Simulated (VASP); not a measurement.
# B3As5 (P3m1) in VASP: a series of runs, part 2 of 2

VASP 6.6.1.

### Step 4. Relaxation of cell and atoms, PBE

This run uses another cell than the first one, of 16.87 Å³/atom.

INCAR

```
PREC     = Accurate       # precision mode
ENCUT    = 600            # plane-wave cutoff, eV
EDIFF    = 1E-6           # SCF threshold, eV
ISMEAR   = 0              # smearing method
SIGMA    = 0.1            # smearing width, eV
LREAL    = False          # projectors in reciprocal space
LASPH    = True           # aspherical terms in the spheres
NELM     = 80             # most SCF steps
ALGO     = Fast           # electronic algorithm
ISIF     = 3              # what is computed and relaxed
LWAVE    = False          # write WAVECAR
LCHARG   = False          # write CHGCAR
GGA      = PE             # functional
IBRION   = 2              # ionic algorithm
NSW      = 100            # ionic steps
EDIFFG   = -0.01          # ionic threshold
```

KPOINTS

```
Automatic mesh
0
Gamma
  12 12 4
```

POSCAR

```
B3As5
1.0
    3.4616344780      0.0000000000      0.0000000000
   -1.7308172390      2.9978633965      0.0000000000
    0.0000000000      0.0000000000     13.0032094752
B As
3 5
Direct
    0.3333333333      0.6666666667      0.0414322361
    0.6666666667      0.3333333333      0.2559725375
    0.0000000000      0.0000000000      0.7086983123
    0.0000000000      0.0000000000      0.9917066055
    0.3333333333      0.6666666667      0.2047401546
    0.6666666667      0.3333333333      0.4189978390
    0.3333333333      0.6666666667      0.7513372957
    0.0000000000      0.0000000000      0.5316150193
```

Potentials or basis: VASP PAW PBE potentials, release 64 (B, As).

Launch:

```sh
cat potpaw_PBE.64/B/POTCAR potpaw_PBE.64/As/POTCAR > POTCAR
mpirun -np 1 vasp_std > vasp.out
```

OUTCAR:

```text
PREC = Accurate
   ENCUT = 600
   EDIFF = 1E-6
   ISMEAR = 0
   LREAL = False
   LASPH = True
   NELM = 80
   ISIF = 3
   GGA = PE
   IBRION = 2
   NSW = 100
   EDIFFG = -0.01

 ion  position               nearest neighbor table
   1  0.333  0.667  0.041-   4 2.10   4 2.10   4 2.10   5 2.12
   2  0.667  0.333  0.256-   5 2.11   5 2.11   5 2.11   6 2.12
   3  0.000  0.000  0.709-   7 2.07   7 2.07   7 2.07   8 2.30
   4  0.000  0.000  0.992-   1 2.10   1 2.10   1 2.10
   5  0.333  0.667  0.205-   2 2.11   2 2.11   2 2.11   1 2.12
   6  0.667  0.333  0.419-   2 2.12   8 2.48   8 2.48   8 2.48
   7  0.333  0.667  0.751-   3 2.07   3 2.07   3 2.07
   8  0.000  0.000  0.532-   3 2.30   6 2.48   6 2.48   6 2.48

  LATTYP: Found a hexagonal cell.
 ALAT       =     3.4616344780
 C/A-ratio  =     3.7563785425

  Lattice vectors:

 A1 = (   3.4616344780,   0.0000000000,   0.0000000000)
 A2 = (  -1.7308172390,   2.9978633965,   0.0000000000)
 A3 = (   0.0000000000,   0.0000000000,  13.0032094752)

Analysis of symmetry for initial positions (statically):
=====================================================================
 Subroutine PRICEL returns:
 Original cell was already a primitive cell.

 Routine SETGRP: Setting up the symmetry group for a
 hexagonal supercell.

 Subroutine GETGRP returns: Found  6 space group operations
 (whereof  6 operations were pure point group operations)
 out of a pool of 24 trial point group operations.

The static configuration has the point symmetry C_3v.

Analysis of symmetry for dynamics (positions and initial velocities):
=====================================================================
 Subroutine PRICEL returns:
 Original cell was already a primitive cell.

 Routine SETGRP: Setting up the symmetry group for a
 hexagonal supercell.

 Subroutine GETGRP returns: Found  6 space group operations
 (whereof  6 operations were pure point group operations)
 out of a pool of 24 trial point group operations.
[... 156 lines left out ...]

 Free energy of the ion-electron system (eV)
  ---------------------------------------------------
  ext. energy  EPLUGINS =         0.00000000
  ---------------------------------------------------
  free energy    TOTEN  =       -41.07652518 eV

  energy without entropy =      -41.06551340  energy(sigma->0) =      -41.07101929

------------------------ aborting loop because EDIFF is reached ----------------------------------------

  FORCE on cell =-STRESS in cart. coord.  units (eV):
  Direction    XX          YY          ZZ          XY          YZ          ZX
  --------------------------------------------------------------------------------------
  -------------------------------------------------------------------------------------
  Total       -0.2456067     -0.2456067     -0.0063086     -0.0000000      0.0000000      0.0000000
  in kB       -2.9161321     -2.9161321     -0.0749030     -0.0000000      0.0000000      0.0000000
  external PRESSURE =      -1.9690557 kB  Pullay stress =       0.0000000 kB
[... 107 lines left out ...]
  FREE ENERGIE OF THE ION-ELECTRON SYSTEM (eV)
  ---------------------------------------------------
  free  energy   TOTEN  =       -41.0790027323 eV

  energy  without entropy=      -41.0678151697  energy(sigma->0) =      -41.07340895

[... ionic steps 4 to 17 ...]

--------------------------------------- Ionic step       18  -------------------------------------------

 number of electron      33.9999999 magnetization

------------------------ aborting loop because EDIFF is reached ----------------------------------------
[... 79 lines left out ...]
--------------------------------------- Ionic step       20  -------------------------------------------

 number of electron      33.9999999 magnetization

 Free energy of the ion-electron system (eV)
  ---------------------------------------------------
  ext. energy  EPLUGINS =         0.00000000
  ---------------------------------------------------
  free energy    TOTEN  =       -41.08260312 eV

  energy without entropy =      -41.07127374  energy(sigma->0) =      -41.07693843

 E-fermi :   5.2444     XC(G=0): -10.0851

 val. band max:        5.2301545732   @ k =   0.3333   0.0833   0.5000
 cond. band min:       5.2510086003   @ k =   0.1667   0.1667   0.2500
 fundamental gap:      0.0208540271
 Fermi energy:         5.2443632722

 k-point     1 :       0.0000    0.0000    0.0000
  band No.  band energies     occupation
      1     -10.4117      2.00000
      2      -9.1782      2.00000
      3      -8.5287      2.00000
      4      -7.3776      2.00000
      5      -4.9260      2.00000
      6      -1.3139      2.00000
[... 589 lines left out ...]
     21       8.0487      0.00000
     22       8.2738      0.00000

 [... further k-points ...]

------------------------ aborting loop because EDIFF is reached ----------------------------------------

  FORCE on cell =-STRESS in cart. coord.  units (eV):
  Direction    XX          YY          ZZ          XY          YZ          ZX
  --------------------------------------------------------------------------------------
  -------------------------------------------------------------------------------------
  Total       -0.0106533     -0.0106533     -0.0083182     -0.0000000     -0.0000000      0.0000000
  in kB       -0.1278368     -0.1278368     -0.0998166     -0.0000000     -0.0000000      0.0000000
  external PRESSURE =      -0.1184967 kB  Pullay stress =       0.0000000 kB
[... 23 lines left out ...]
  FREE ENERGIE OF THE ION-ELECTRON SYSTEM (eV)
  ---------------------------------------------------
  free  energy   TOTEN  =       -41.0826031162 eV

  energy  without entropy=      -41.0712737446  energy(sigma->0) =      -41.07693843

 reached required accuracy - stopping structural energy minimisation
```

OSZICAR:

```text
N       E                     dE             d eps       ncg     rms          rms(c)
DAV:   1     0.139142624547E+03    0.13914E+03   -0.15503E+04  3036   0.149E+03
DAV:   2    -0.311079257672E+02   -0.17025E+03   -0.16451E+03  3872   0.211E+02
DAV:   3    -0.427809238900E+02   -0.11673E+02   -0.11401E+02  3944   0.552E+01
[... 140 lines left out ...]
       N       E                     dE             d eps       ncg     rms          rms(c)
DAV:   1    -0.410826015242E+02   -0.17844E-04   -0.31353E-03  3216   0.328E-01    0.154E-02
RMM:   2    -0.410826040435E+02   -0.25194E-05   -0.90100E-05  3036   0.523E-02    0.814E-03
RMM:   3    -0.410826034207E+02    0.62288E-06   -0.13444E-05  3015   0.202E-02    0.404E-03
RMM:   4    -0.410826031162E+02    0.30448E-06   -0.34263E-06  2178   0.900E-03
  20 F= -.41082603E+02 E0= -.41076938E+02  d E =-.198813E-04
```

Run time: 52 min. Hardware: 1 thread of Oxide Virtual Turin-like, shared host; peak memory 0.39 GiB.

What came out:

- Free energy: -41.0826 eV
- Relaxed volume: 16.69 Å³/atom
- Relaxed cell: a = 3.457 Å, b = 3.457 Å, c = 12.902 Å, α = 90.00°, β = 90.00°, γ = 120.00°
- Space group after relaxing (to 0.1 Å): P3m1 (No. 156)
- Energy gained by relaxing: 0.8 meV/atom
- Ionic steps: 20
- Pressure after relaxing: 0.0 GPa
- Largest force after relaxing: 0.009 eV/Å
- Band gap on the k mesh: zero (bands 17 and 18 overlap by 1.55 eV)

Forces in eV/Å, atoms in the order of the input:
```
B    0.000  0.000  0.001
B    0.000  0.000 -0.009
B    0.000  0.000 -0.002
As   0.000  0.000 -0.001
As   0.000  0.000  0.006
As   0.000  0.000  0.002
As   0.000  0.000  0.009
As   0.000  0.000 -0.008
```

Step by step:
```
step  energy change (eV)  largest force (eV/Å)  pressure (GPa)  volume (Å³)
   1              0.0000                0.2203           -0.20       134.94
   2             -0.0025                0.0658           -0.04       134.54
   3             -0.0025                0.0872           -0.03       134.49
   4             -0.0031                0.0373            0.04       134.36
   5             -0.0033                0.0704            0.11       134.21
   6             -0.0038                0.0685            0.01       134.28
   7             -0.0041                0.0647           -0.22       134.43
   8             -0.0045                0.0511           -0.18       134.30
   9             -0.0052                0.0587           -0.05       133.92
  10             -0.0045                0.1228            0.23       133.15
  11             -0.0053                0.0740            0.02       133.74
  12             -0.0056                0.0524            0.02       133.67
  13             -0.0059                0.0259            0.02       133.52
  14             -0.0060                0.0207           -0.01       133.55
  15             -0.0060                0.0175           -0.02       133.56
  16             -0.0060                0.0127            0.01       133.52
  17             -0.0060                0.0131            0.02       133.49
  18             -0.0060                0.0116            0.02       133.50
  19             -0.0061                0.0134           -0.01       133.52
  20             -0.0061                0.0094           -0.01       133.52
```

Final structure:
```xyz
8
Lattice="3.4568 0.0000 0.0000 -1.7284 2.9936 0.0000 0.0000 0.0000 12.9023" Properties=species:S:1:pos:R:3 pbc="T T T"
B     0.0000    1.9958    0.5074
B     1.7284    0.9979    3.2900
B     0.0000    0.0000    9.1543
As    3.4568    0.0000   12.7519
As    0.0000    1.9958    2.6231
As    1.7284    0.9979    5.4214
As    0.0000    1.9958    9.7258
As    0.0000    0.0000    6.9031
```

Levels at points of the mesh, in eV from the Fermi level:
```tsv
k point	band 13	band 14	band 15	band 16	band 17	band 18	band 19	band 20	band 21	band 22
(0.00, 0.00, 0.00)	-0.72	-0.72	-0.56	-0.36	-0.36	1.96	2.32	2.35	2.35	2.69
(0.50, 0.00, 0.00)	-3.45	-2.79	-2.14	-2.10	-0.97	-0.42	0.60	1.67	1.92	2.66
(0.00, 0.00, 0.50)	-0.79	-0.79	-0.30	-0.30	1.13	1.62	2.31	2.33	2.33	2.44
(0.50, 0.00, 0.50)	-3.51	-2.69	-2.21	-1.84	-0.97	-0.31	0.56	1.63	1.79	2.65
```

Caveat: this functional lacks dispersion, which binds layers or chains, so the pressure and a relaxed spacing across them are unreliable.

### Step 5. Overview

```csv
task,cell,cutoff (eV),gap on the mesh (eV),pressure (GPa),largest force (eV/Å)
single point,"a = 3.454, b = 3.454, c = 12.379 Å, angles 90.0, 90.0, 120.0°, 8 atoms, atomic positions A",520,none,0.5,0.07
single point,"a = 3.452, b = 3.452, c = 12.897 Å, angles 90.0, 90.0, 120.0°, 8 atoms, atomic positions B",520,none,0.4,0.06
relaxation of cell and atoms,"relaxed from a = 3.462, b = 3.462, c = 13.003 Å, angles 90.0, 90.0, 120.0°, 8 atoms, atomic positions C",600,none,0.0,0.01
```

Alike in all rows: level PBE; potentials or basis VASP PAW PBE potentials, release 64 (B, As); no spin polarisation; k mesh 12 × 12 × 4; smearing gaussian 0.1 eV.

Caveats: this functional lacks dispersion, which binds layers or chains, so the pressure and a relaxed spacing across them are unreliable (at least some runs).

Total energies depend on the potentials used, so only differences within one code and one set of settings carry meaning.

The gap in the log of VASP goes by the Fermi energy; the results here count the filled bands.